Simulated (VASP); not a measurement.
Input of a VASP 6.6.1 run:

INCAR

```
SYSTEM = Si
  PREC = Accurate
  ENCUT = 520
  EDIFF = 1E-7
  ISMEAR = -1
  SIGMA = 0.05
  LREAL = .FALSE.
  LASPH = .TRUE.
  NELM = 100
  ALGO = Normal
  ISIF = 2
  LWAVE = .FALSE.
  LCHARG = .TRUE.
  GGA = RP
  LELF = .TRUE.
  LVHAR = .TRUE.
  NBANDS = 11
```

File KPOINTS:

```
regular mesh
0
G
  9 9 9
  0 0 0
```

File POSCAR:

```
Si
1.0
    0.0000000000      2.7516002707      2.7516002707
    2.7516002707      0.0000000000      2.7516002707
    2.7516002707      2.7516002707      0.0000000000
Si
2
Direct
    0.5000000000      0.5000000000      0.5000000000
    0.7500000000      0.7500000000      0.7500000000
```

Potentials or basis: VASP PAW PBE potentials, release 64 (Si).

Launch:

```sh
$ cat potpaw_PBE.64/Si/POTCAR > POTCAR
$ mpirun -np 1 vasp_std > vasp.out
```

(1) Predict the band gap on the k mesh.

(2) What does it give for the pressure?

Results:

(1) 0.72 eV, indirect (least direct gap 2.55 eV).

(2) -0.3 GPa.

Caveat: the PAW data sets were made with another functional, which shifts forces and pressure a little.
